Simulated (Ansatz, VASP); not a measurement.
# Gd in VASP and in Ansatz

File INCAR:

```
ALGO = Normal
EDIFF = 1E-6
ENCUT = 520
GGA = PE
ISIF = 2
ISMEAR = -1
ISPIN = 2
LASPH = True
LCHARG = False
LDAU = True
LDAUJ = 0.91
LDAUL = 3
LDAUPRINT = 1
LDAUTYPE = 1
LDAUU = 3.29
LMAXMIX = 6
LORBIT = 11
LREAL = False
LWAVE = False
MAGMOM = 7 7 7 7
NBANDS = 48
NELM = 150
PREC = Accurate
SIGMA = 0.1
```

Contents of KPOINTS:

```
k-points
0
Gamma
  3 5 3
```

POSCAR

```
Gd
1.0
    5.5570870000      3.2303170000      0.0096710000
   -1.8422020000      3.2127180000     -0.0044660000
    3.7109330000      0.0070820000      5.9176450000
Gd
4
Direct
    0.0338570000      0.6241840000      0.2566310000
    0.5334580000      0.1306620000      0.2644000000
    0.4909030000      0.8999280000      0.7355150000
    0.9777380000      0.4023430000      0.7356640000
```

Input for Ansatz:

```yaml
crystal:
  lattice:
    - [5.557087, 3.230317, 0.009671]
    - [-1.842202, 3.212718, -0.004466]
    - [3.710933, 0.007082, 5.917645]
  atoms:
    - { symbol: Gd, position: [0.033857, 0.624184, 0.256631], spin: 7.0 }
    - { symbol: Gd, position: [0.533458, 0.130662, 0.2644], spin: 7.0 }
    - { symbol: Gd, position: [0.490903, 0.899928, 0.735515], spin: 7.0 }
    - { symbol: Gd, position: [0.977738, 0.402343, 0.735664], spin: 7.0 }
kpoints:
  mp_grid: { grid: [3, 5, 3], shift: [0.0, 0.0, 0.0] }
magnetization:
  spin_polarized: true
scf:
  occupations: { method: fermi_dirac }
  lower_state_search: "off"
  max_iter: 200
hamiltonian:
  pseudopotentials: { kind: paw }
  xc: pbe
  hubbard:
    projectors: all-electron-ortho-atomic
    sites: [{ species: Gd, l: f, u: 3.29, j: 0.91 }]
basis:
  ecutwfc: 420
  fft_grid_basis: typed
output:
  forces: true
  stress: true
  eigenvalues: true
  bader: true
  populations: true
  elf: true
  write_potential: true
  volumetric_format: npy
  dos:
    e_range: [-12, 8]
    de: 0.05
    projected: { site_lists: { Gd: [Gd] } }
checkpoint:
  read: saved_state
```

Alike in both runs: task single point; functional PBE; k mesh 3 × 5 × 3; collinear spin; Hubbard terms Gd f U = 3.29 eV, J = 0.91 eV.

```csv
,VASP,Ansatz
version,VASP 6.6.1,Ansatz 0.2.0
potentials or method,"VASP PAW PBE potentials, release 64 (Gd), cutoff 520 eV",PAW plane waves
occupations,"fermi-dirac, width 0.1 eV",fermi-dirac
valence electrons in the cell,72,72
```

```tsv
	VASP	Ansatz	Ansatz less VASP
pressure (GPa)	-0.3	-1.3	-1.00
traceless stress, the component that is largest in VASP (GPa)	-0.95	-1.06	-0.107
rms of the force components (eV/Å)	0.231	0.222	-0.0098
net moment per atom (μB)	6.00	7.78	+1.780
size of the moment on the site where the two differ most (μB)	6.51	7.42	+0.910
```

The net moments are unlike, so the other rows may belong to different states. Site moments also hang on the region over which each program counts them. The programs project onto different local orbitals, so the same U acts differently, and such runs can settle in different states. Atom by atom the forces differ by 0.023 eV/Å (rms over components). Ansatz's warnings: filled band counts differ across k points, stability check not made.

The k mesh is coarse, so the values compare programs but aren't converged. Spin-orbit coupling is off throughout. Noted on VASP's run: too few bands were computed for a metal, which touches its energy and stress.
